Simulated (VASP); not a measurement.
# NiO (Fm-3m) in VASP: settings compared, part 2 of 2

VASP 6.6.1. Earlier steps stand in the parts before.

## 4. Single point, PBE, collinear spin, ferromagnetic start

This run uses another cell than the first one, of 9.08 Å³/atom.

The input, INCAR:

```
SYSTEM = NiO
  ALGO = Normal
  EDIFF = 1E-6
  ENCUT = 700
  GGA = PE
  GGA_COMPAT = .False.
  ISIF = 2
  ISMEAR = -1
  ISPIN = 2
  LASPH = .True.
  LCHARG = .False.
  LMAXMIX = 4
  LORBIT = 11
  LREAL = .False.
  LWAVE = .False.
  MAGMOM = 1 0
  NBANDS = 23
  NELM = 200
  PREC = Accurate
  SIGMA = 0.05
```

The input, KPOINTS:

```
k-points
0
Gamma
  6 6 6
  0 0 0
```

The input, POSCAR:

```
NiO
1.0
    0.0000000000      2.0859016414      2.0859016414
    2.0859016414      0.0000000000      2.0859016414
    2.0859016414      2.0859016414      0.0000000000
Ni O
1 1
Direct
    0.0000000000      0.0000000000      0.0000000000
    0.5000000000      0.5000000000      0.5000000000
```

Potentials or basis: VASP PAW PBE potentials, release 64 (Ni_sv_GW, O).

Started as:

```console
$ cat potpaw_PBE.64/Ni_sv_GW/POTCAR potpaw_PBE.64/O/POTCAR > POTCAR
$ mpirun -np 1 vasp_std > vasp.out
```

OUTCAR:

```text
SYSTEM = NiO
   EDIFF = 1E-6
   ENCUT = 700
   GGA = PE
   ISIF = 2
   ISMEAR = -1
   ISPIN = 2
   LASPH = .True.
   LORBIT = 11
   LREAL = .False.
   NELM = 200
   PREC = Accurate

 ion  position               nearest neighbor table
   1  0.000  0.000  0.000-   2 2.09   2 2.09   2 2.09   2 2.09   2 2.09   2 2.09
   2  0.500  0.500  0.500-   1 2.09   1 2.09   1 2.09   1 2.09   1 2.09   1 2.09

  LATTYP: Found a face centered cubic cell.
 ALAT       =     4.1718032828

  Lattice vectors:

 A1 = (   0.0000000000,   2.0859016414,   2.0859016414)
 A2 = (   2.0859016414,   0.0000000000,   2.0859016414)
 A3 = (   2.0859016414,   2.0859016414,   0.0000000000)

Analysis of symmetry for initial positions (statically):
=====================================================================
 Subroutine PRICEL returns:
 Original cell was already a primitive cell.

 Routine SETGRP: Setting up the symmetry group for a
 face centered cubic supercell.

 Subroutine GETGRP returns: Found 48 space group operations
 (whereof 48 operations were pure point group operations)
 out of a pool of 48 trial point group operations.

The static configuration has the point symmetry O_h .

Analysis of symmetry for dynamics (positions and initial velocities):
=====================================================================
 Subroutine PRICEL returns:
 Original cell was already a primitive cell.

 Routine SETGRP: Setting up the symmetry group for a
 face centered cubic supercell.

 Subroutine GETGRP returns: Found 48 space group operations
 (whereof 48 operations were pure point group operations)
 out of a pool of 48 trial point group operations.

The dynamic configuration has the point symmetry O_h .

Analysis of structural, dynamic, and magnetic symmetry:
=====================================================================
 Subroutine PRICEL returns:
 Original cell was already a primitive cell.

 Routine SETGRP: Setting up the symmetry group for a
 face centered cubic supercell.

 Subroutine GETGRP returns: Found 48 space group operations
 (whereof 48 operations were pure point group operations)
 out of a pool of 48 trial point group operations.

The overall configuration has the point symmetry O_h .

 Subroutine INISYM returns: Found 48 space group operations
 (whereof 48 operations are pure point group operations),
 and found     1 'primitive' translations

----------------------------------------------------------------------------------------

                                     Primitive cell

  volume of cell :      18.1515

  direct lattice vectors                    reciprocal lattice vectors
     0.000000000  2.085901641  2.085901641    -0.239704495  0.239704495  0.239704495
     2.085901641  0.000000000  2.085901641     0.239704495 -0.239704495  0.239704495
     2.085901641  2.085901641  0.000000000     0.239704495  0.239704495 -0.239704495

  length of vectors
     2.949910391  2.949910391  2.949910391     0.415180364  0.415180364  0.415180364

  position of ions in fractional coordinates (direct lattice)
     0.000000000  0.000000000  0.000000000
     0.500000000  0.500000000  0.500000000

[... 57 lines left out ...]
 SYSTEM =  NiO
   PREC   = accura    normal or accurate (medium, high low for compatibility)
   ISTART =      0    job   : 0-new  1-cont  2-samecut
   ICHARG =      2    charge: 1-file 2-atom 10-const
   ISPIN  =      2    spin polarized calculation?
   LNONCOLLINEAR =      F non collinear calculations
   LSORBIT =      F    spin-orbit coupling
   LASPH  =      T    aspherical Exc in radial PAW
   ENCUT  =  700.0 eV  51.45 Ry    7.17 a.u.   6.36  6.36  6.36*2*pi/ulx,y,z
   NELM   =    200;   NELMIN=  2; NELMDL= -5     # of ELM steps
   EDIFF  = 0.1E-05   stopping-criterion for ELM
   LREAL  =      F    real-space projection
   EDIFFG = 0.1E-04   stopping-criterion for IOM
   NSW    =      0    number of steps for IOM
   IBRION =     -1    ionic relax: 0-MD 1-quasi-New 2-CG
   NFREE  =      0    steps in history (QN), initial steepest desc. (CG)
   ISIF   =      2    stress and relaxation
   ISYM   =      2    0-nonsym 1-usesym 2-fastsym
   POTIM  = 0.5000    time-step for ionic-motion
   TEBEG  =    0.0;   TEEND  =   0.0 temperature during run
   PSTRESS=    0.0 pullay stress
   NELECT =      24.0000    total number of electrons
   NUPDOWN=      -1.0000    fix difference up-down
   EMIN   =  10.00;   EMAX   =-10.00  energy-range for DOS
   EFERMI =   0.00;   METHOD = LEGACY
   ISMEAR =    -1;   SIGMA  =   0.05  broadening in eV -4-tet -1-fermi 0-gaus
   EFERMI_NEDOS =   21; number of points for ismear=-14 and -15
   IALGO  =     38    algorithm
   IMIX   =      4    mixing-type and parameters
     AMIX     =   0.40;   BMIX     =  1.00
     AMIX_MAG =   1.60;   BMIX_MAG =  1.00
  volume/ion in A,a.u.               =       9.08        61.25
  Fermi-wavevector in a.u.,A,eV,Ry     =   1.796835  3.395525 43.927965  3.228614
  Thomas-Fermi vector in A             =   2.858301
   LORBIT       =     11    0 simple, 1 ext, 2 COOP (PROOUT), +10 PAW based schemes
   GGA     = PE    functional components
   LHFCALC =     F    Hartree Fock is set to
   AEXX    =    0.0000 exact exchange contribution
   IVDW    =     0    specifies the selected vdW correction
   LEPSILON=     F    determine dielectric tensor
   LRPA    =     F    only Hartree local field effects (RPA)
 spin polarized calculation
  energy-cutoff  :      700.00
  volume of cell :       18.15
 maximum number of plane-waves:       778
 NGX is ok and might be reduce to    28
   NGX = 13   NGY = 13   NGZ = 13

 number of electron      24.0000003 magnetization       1.7348494

 Free energy of the ion-electron system (eV)
  ---------------------------------------------------
  ext. energy  EPLUGINS =         0.00000000
  ---------------------------------------------------
  free energy    TOTEN  =       -12.44080968 eV

  energy without entropy =      -12.43582905  energy(sigma->0) =      -12.43831937

 E-fermi :   7.1383     XC(G=0): -13.0729

 val. band max:        7.0431191984   @ k =  -0.1667   0.1667   0.0000
 cond. band min:       7.2329717850   @ k =  -0.3333   0.1667   0.0000
 fundamental gap:      0.1898525866
 Fermi energy:         7.1382723992

 spin component 1

 k-point     1 :       0.0000    0.0000    0.0000
  band No.  band energies     occupation
      1     -97.3506      1.00000
      2     -57.7268      1.00000
      3     -57.7268      1.00000
      4     -57.7268      1.00000
      5     -13.4066      1.00000
      6       3.9154      1.00000
[... 405 lines left out ...]
     22      39.6910      0.00000
     23      42.4048      0.00000
 Fermi energy:         7.1382723992

 spin component 2

 k-point     1 :       0.0000    0.0000    0.0000
  band No.  band energies     occupation
      1     -95.5431      1.00000
      2     -55.9635      1.00000
      3     -55.9635      1.00000
      4     -55.9635      1.00000
      5     -12.9829      1.00000
      6       4.4724      1.00000
[... 405 lines left out ...]
     22      39.7784      0.00000
     23      42.7146      0.00000

------------------------ aborting loop because EDIFF is reached ----------------------------------------

  FORCE on cell =-STRESS in cart. coord.  units (eV):
  Direction    XX          YY          ZZ          XY          YZ          ZX
  --------------------------------------------------------------------------------------
  -------------------------------------------------------------------------------------
  Total        0.5516649      0.5516649      0.5516649     -0.0000000      0.0000000     -0.0000000
  in kB       48.6938906     48.6938906     48.6938906     -0.0000000      0.0000000     -0.0000000
  external PRESSURE =      48.6938906 kB  Pullay stress =       0.0000000 kB

 VOLUME and BASIS-vectors are now :
 -----------------------------------------------------------------------------
  energy-cutoff  :      700.00
  volume of cell :       18.15
      direct lattice vectors                 reciprocal lattice vectors
     0.000000000  2.085901641  2.085901641    -0.239704495  0.239704495  0.239704495
     2.085901641  0.000000000  2.085901641     0.239704495 -0.239704495  0.239704495
     2.085901641  2.085901641  0.000000000     0.239704495  0.239704495 -0.239704495

 POSITION                                       TOTAL-FORCE (eV/Angst)
 -----------------------------------------------------------------------------------
      0.00000      0.00000      0.00000         0.000000      0.000000     -0.000000
      2.08590      2.08590      2.08590         0.000000     -0.000000      0.000000
 -----------------------------------------------------------------------------------
    total drift:                                0.000000      0.000000      0.000000

  FREE ENERGIE OF THE ION-ELECTRON SYSTEM (eV)
  ---------------------------------------------------
  free  energy   TOTEN  =       -12.4408096805 eV

  energy  without entropy=      -12.4358290521  energy(sigma->0) =      -12.43831937

 total charge

# of ion       s       p       d       f       tot
--------------------------------------------------
    1        2.152   6.214   7.788   0.010  16.163
    2        1.553   3.429   0.000   0.000   4.982
--------------------------------------------------
tot          3.705   9.642   7.788   0.010  21.145

 magnetization (x)

# of ion       s       p       d       f       tot
--------------------------------------------------
    1        0.008   0.013   1.412   0.001   1.434
    2        0.028   0.232   0.000   0.000   0.260
--------------------------------------------------
tot          0.036   0.245   1.412   0.001   1.694
```

OSZICAR:

```text
N       E                     dE             d eps       ncg     rms          rms(c)
DAV:   1     0.255756065773E+03    0.25576E+03   -0.14789E+04  2250   0.404E+03
DAV:   2    -0.498986963908E+01   -0.26075E+03   -0.24856E+03  2405   0.933E+02
DAV:   3    -0.175832803174E+02   -0.12593E+02   -0.12544E+02  2229   0.212E+02
DAV:   4    -0.177931602666E+02   -0.20988E+00   -0.20984E+00  2100   0.142E+01
DAV:   5    -0.177987362187E+02   -0.55760E-02   -0.55758E-02  1924   0.220E+00    0.187E+01
DAV:   6    -0.173987385869E+02    0.40000E+00   -0.56563E+01  2420   0.368E+02    0.259E+01
DAV:   7    -0.124831920154E+02    0.49155E+01   -0.31015E+01  2050   0.334E+02    0.470E+00
DAV:   8    -0.124491590327E+02    0.34033E-01   -0.87649E-01  2390   0.187E+01    0.446E+00
DAV:   9    -0.124846894304E+02   -0.35530E-01   -0.77037E-02  2487   0.135E+01    0.223E+00
DAV:  10    -0.123853260812E+02    0.99363E-01   -0.23453E-01  2627   0.306E+01    0.254E+00
DAV:  11    -0.124098750651E+02   -0.24549E-01   -0.20739E-02  2306   0.288E+00    0.222E+00
DAV:  12    -0.124212952427E+02   -0.11420E-01   -0.52608E-03  2530   0.451E+00    0.153E+00
DAV:  13    -0.124367806065E+02   -0.15485E-01   -0.83612E-03  2545   0.464E+00    0.722E-01
DAV:  14    -0.124400042044E+02   -0.32236E-02   -0.83563E-03  2525   0.564E+00    0.308E-01
DAV:  15    -0.124407744720E+02   -0.77027E-03   -0.91263E-04  2488   0.142E+00    0.466E-02
DAV:  16    -0.124408120966E+02   -0.37625E-04   -0.97627E-05  2430   0.271E-01    0.165E-02
DAV:  17    -0.124408100399E+02    0.20566E-05   -0.28389E-06  1601   0.904E-02    0.581E-03
DAV:  18    -0.124408096805E+02    0.35944E-06   -0.19257E-06   907   0.878E-02
   1 F= -.12440810E+02 E0= -.12438319E+02  d E =-.498063E-02  mag=     1.7336
```

It took 35 s on 1 thread of AMD EPYC 9R45 (Zen 5), shared host; peak memory 0.16 GiB.

What came out:

| Item | Value |
| --- | --- |
| Free energy | -12.4408 eV |
| Pressure | 4.9 GPa |
| Net moment | 1.73 μB per cell |
| Site moments | Ni +1.43; O +0.26 μB |
| Valence electrons inside the program's atomic spheres | Ni 16.16; O 4.98 |

Caveat: the k points lie up to 0.43 Å⁻¹ apart; a cell with one magnetic atom can't hold antiferromagnetic order, which such compounds often take; semilocal functionals often make such compounds metallic where correlation or magnetic order opens a gap, which also shifts bond lengths. With open d or f shells a metallic result of PBE can be an artefact of self-interaction; +U or a hybrid may open a gap.

## 5. Single point, r2SCAN0, collinear spin, ferromagnetic start

This run uses another cell than the first one, of 8.89 Å³/atom.

The input, POSCAR:

```
NiO
1.0
    0.0000000000      2.0719018797      2.0719018797
    2.0719018797      0.0000000000      2.0719018797
    2.0719018797      2.0719018797      0.0000000000
Ni O
1 1
Direct
    0.0000000000      0.0000000000      0.0000000000
    0.5000000000      0.5000000000      0.5000000000
```

The input, INCAR.step1:

```
PREC = Accurate
ENCUT = 520
EDIFF = 1E-5
ISMEAR = -1
SIGMA = 0.05
LREAL = F
LASPH = T
NELM = 150
ALGO = Normal
ISIF = 2
LWAVE = T
LCHARG = F
ISPIN = 2
MAGMOM = 1 0
LORBIT = 11
LMAXMIX = 4
NBANDS = 19
GGA = PE
```

The input, INCAR.step2:

```
PREC = Accurate
ENCUT = 520
EDIFF = 1E-6
ISMEAR = -1
SIGMA = 0.05
LREAL = F
LASPH = T
NELM = 150
ALGO = Normal
ISIF = 2
LWAVE = F
LCHARG = F
ISPIN = 2
MAGMOM = 1 0
LORBIT = 11
LMAXMIX = 4
METAGGA = R2SCAN
LHFCALC = T
AEXX = 0.25
LMIXTAU = T
PRECFOCK = Normal
NBANDS = 19
ISTART = 1
```

The input, KPOINTS:

```
regular mesh
0
Gamma
  6 6 6
```

Potentials or basis: VASP PAW PBE potentials, release 64 (Ni, O).

Started as:

```console
$ cat potpaw_PBE.64/Ni/POTCAR potpaw_PBE.64/O/POTCAR > POTCAR
$ cp INCAR.step1 INCAR
$ mpirun -np 1 vasp_std > vasp.out
$ cp INCAR.step2 INCAR
$ mpirun -np 1 vasp_std > vasp.out
```

Run time: 70 min. Hardware: 1 thread of Oxide Virtual Turin-like, shared host; peak memory 0.14 GiB.

Results (log left out):

```yaml
Free_energy: -24.2211 eV
Pressure: 5.3 GPa
Band_gap_on_the_k_mesh: 4.83 eV (least direct gap 5.88 eV)
Net_moment: 2.00 μB per cell
Site_moments: Ni +1.77; O +0.21 μB
Valence_electrons_inside_the_program's_atomic_spheres: Ni 8.93; O 5.11
```

Levels at points of the mesh, in eV from the valence-band top:
Spin up:
| k point | band 6 | band 7 | band 8 | band 9 | band 10 | band 11 | band 12 | band 13 |
| --- | --- | --- | --- | --- | --- | --- | --- | --- |
| (0.00, 0.00, 0.00) | -4.27 | -2.36 | -2.36 | -2.36 | 5.06 | 21.63 | 22.73 | 22.73 |
| (0.50, 0.00, 0.00) | -3.68 | -2.67 | 0.00 | 0.00 | 9.07 | 14.54 | 17.98 | 17.98 |
| (0.50, 0.50, 0.00) | -3.90 | -3.90 | -3.33 | -3.33 | 9.87 | 15.03 | 15.40 | 21.40 |
Spin down:
```csv
k point,band 5,band 6,band 7,band 8,band 9,band 10
"(0.00, 0.00, 0.00)",-1.58,-1.58,-1.58,4.83,4.83,5.64
"(0.50, 0.00, 0.00)",-1.83,-1.83,-1.52,7.90,7.90,9.36
"(0.50, 0.50, 0.00)",-3.23,-2.12,-2.12,5.47,6.18,10.54
```

Caveat: the k points lie up to 0.44 Å⁻¹ apart; the PAW data sets were made with another functional, which shifts forces and pressure a little; a cell with one magnetic atom can't hold antiferromagnetic order, which such compounds often take.

## 6. Summary

| level | potentials or basis | cell | k mesh | cutoff (eV) | grid for exact exchange (PRECFOCK) | share of exact exchange | gap on the mesh (eV) | pressure (GPa) | moment (μB) |
| --- | --- | --- | --- | --- | --- | --- | --- | --- | --- |
| LDA | VASP PAW LDA potentials, release 64 (Ni_sv_GW, O) | a = 2.890 Å, angles 60.0°, 2 atoms | 11 × 11 × 11 | 700 | - | - | none | -8.2 | 0.28 |
| LDA | VASP PAW LDA potentials, release 64 (Ni_sv_GW, O) | a = 2.910 Å, angles 60.0°, 2 atoms | 11 × 11 × 11 | 700 | - | - | none | -12.8 | 0.27 |
| PBE | VASP PAW PBE potentials, release 64 (Ni_sv_GW, O) | a = 2.950 Å, angles 60.0°, 2 atoms | 6 × 6 × 6 | 700 | - | - | none | 4.9 | 1.73 |
| r2SCAN0 | VASP PAW PBE potentials, release 64 (Ni, O) | a = 2.930 Å, angles 60.0°, 2 atoms | 6 × 6 × 6 | 520 | Normal | 0.25 | 4.83 | 5.3 | 2.00 |

Alike in all rows: task single point; spin collinear, ferromagnetic start; smearing fermi-dirac 0.05 eV.

Caveats: some runs use coarse meshes; semilocal functionals often make such compounds metallic where correlation or magnetic order opens a gap, which also shifts bond lengths (at least some runs); the cell stands under tension (at least some runs); a cell with one magnetic atom can't hold antiferromagnetic order, which such compounds often take (at least some runs); the PAW data sets were made with another functional, which shifts forces and pressure a little (at least some runs).

Total energies depend on the potentials used, so only differences within one code and one set of settings carry meaning.

The gap in the log of VASP goes by the Fermi energy; the results here count the filled bands.